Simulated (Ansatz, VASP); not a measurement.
## One calculation of Cd3TePb4, two programs

```
Cd Te Pb
1.0
    -3.88908    3.88908    3.88908
     3.88908   -3.88908    3.88908
     3.88908    3.88908   -3.88908
Cd Te Pb
3 1 4
Direct
  0.00000 0.50000 0.50000
  0.50000 0.00000 0.50000
  0.50000 0.50000 0.00000
  0.00000 0.00000 0.00000
  0.50000 0.50000 0.50000
  0.00000 0.00000 0.50000
  0.00000 0.50000 0.00000
  0.50000 0.00000 0.00000
```

Alike in both runs: task relaxation of cell and atoms; functional PBE; k mesh 6 × 6 × 6; occupations gaussian, width 0.1 eV; no spin polarisation.

```csv
,VASP,Ansatz
version,VASP 6.6.1,Ansatz 0.2.0
potentials or method,"VASP PAW PBE potentials, release 64 (Cd, Te, Pb_d), cutoff 600 eV","scalar-relativistic, plane waves, PAW"
valence electrons in the cell,98,132
```

|  | VASP | Ansatz | Ansatz less VASP |
| --- | --- | --- | --- |
| gap on the k mesh at the Fermi level, each at its own relaxed structure (eV) | none | none | - |
| relaxed volume (Å³/atom) | 29.42 | 29.41 | -0.011 |
| relaxed length of the cell vector where the two differ most in proportion (Å) | 6.737 | 6.736 | -0.0008 |

A gap of «none» marks a metal or a gap that the smearing closes. VASP's potentials hold 98 valence electrons a cell and Ansatz's 132, so a difference there can come from the potentials and not from the codes.

Neither program's run includes spin-orbit coupling.
